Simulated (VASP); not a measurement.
A run of VASP 6.6.1 is set up as follows.

File INCAR:

```
SYSTEM = KTaO3
ALGO = Normal ; EDIFF = 1E-7
ENCUT = 520 ; GGA = PS
ISIF = 2 ; ISMEAR = 0
LASPH = .True. ; LCHARG = .True.
LELF = .True. ; LREAL = .False.
LVHAR = .True. ; LWAVE = .False.
NBANDS = 27 ; NELM = 80
PREC = Accurate ; SIGMA = 0.05
```

The input KPOINTS:

```
k-points
0
Gamma
  8 8 8
  0 0 0
```

File POSCAR:

```
KTaO3
1.0
    4.0028520849      0.0000000000      0.0000000000
    0.0000000000      4.0028520849      0.0000000000
    0.0000000000      0.0000000000      3.8451397127
K Ta O
1 1 3
Direct
    0.5000000000      0.5000000000      0.5000000000
    0.0000000000      0.0000000000      0.0000000000
    0.5000000000      0.0000000000      0.0000000000
    0.0000000000      0.5000000000      0.0000000000
    0.0000000000      0.0000000000      0.5000000000
```

Potentials or basis: VASP PAW PBE potentials, release 64 (K_sv, Ta_pv, O).

The run is started by

```bash
$ cat potpaw_PBE.64/K_sv/POTCAR potpaw_PBE.64/Ta_pv/POTCAR potpaw_PBE.64/O/POTCAR > POTCAR
$ mpirun -np 1 vasp_std > vasp.out
```

Task: Estimate the pressure.

Result: 7.4 GPa.

Task: What does it give for the band gap on the k mesh?

Result: 2.07 eV (least direct gap 2.66 eV).

Stress tensor (GPa, compression positive):
```
 1.33  0.00  0.00
 0.00  1.33  0.00
 0.00  0.00 19.50
```

Caveat: the cell stands under pressure; the PAW data sets were made with another functional, which shifts forces and pressure a little; spin-orbit coupling is left out, which moves the levels of the heavy elements. A k mesh can miss the band edges.
